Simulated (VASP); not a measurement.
Crystal: W.

```
W
1.0
    -1.59282    1.59282    1.59282
     1.59282   -1.59282    1.59282
     1.59282    1.59282   -1.59282
W
1
Direct
  0.00000 0.00000 0.00000
```

Base run:

| Property | Result |
| --- | --- |
| Program | VASP 6.6.1 |
| Functional | PBE |
| Dispersion | D4 |
| Potentials or basis | VASP PAW PBE potentials, release 64 (W_sv) |
| Cutoff | 520 eV |
| k mesh | 12 × 12 × 12 |
| Occupations | fermi-dirac, width 0.05 eV |
| Spin | no spin polarisation |

Its results: band gap on the k mesh zero (band 7 reaches 16.18 eV, above the bottom of band 8 at 9.96 eV); pressure -6.5 GPa.

**Question.** After a change of settings the same cell gave: band gap on the k mesh zero (band 7 reaches 16.18 eV, above the bottom of band 8 at 9.96 eV); pressure 0.2 GPa. Which change was it?
A. functional from PBE to BLYP
B. functional from PBE to PBEsol; dispersion from D4 to D3(BJ)
C. dispersion from D4 to none; further incar settings from ALGO = Fast; EDIFF = 1e-06; NBANDS = 13 to ALGO = Normal; EDIFF = 1e-06; NBANDS = 13
D. functional from PBE to RPBE; further incar settings from ALGO = Fast; EDIFF = 1e-06; NBANDS = 13 to ALGO = Fast; EDIFF = 1e-07; NBANDS = 13

**Answer.** C.

Caveats: spin-orbit coupling is left out, which moves the levels of the heavy elements; pairwise dispersion overbinds metals, which lowers pressure and volume (some runs).
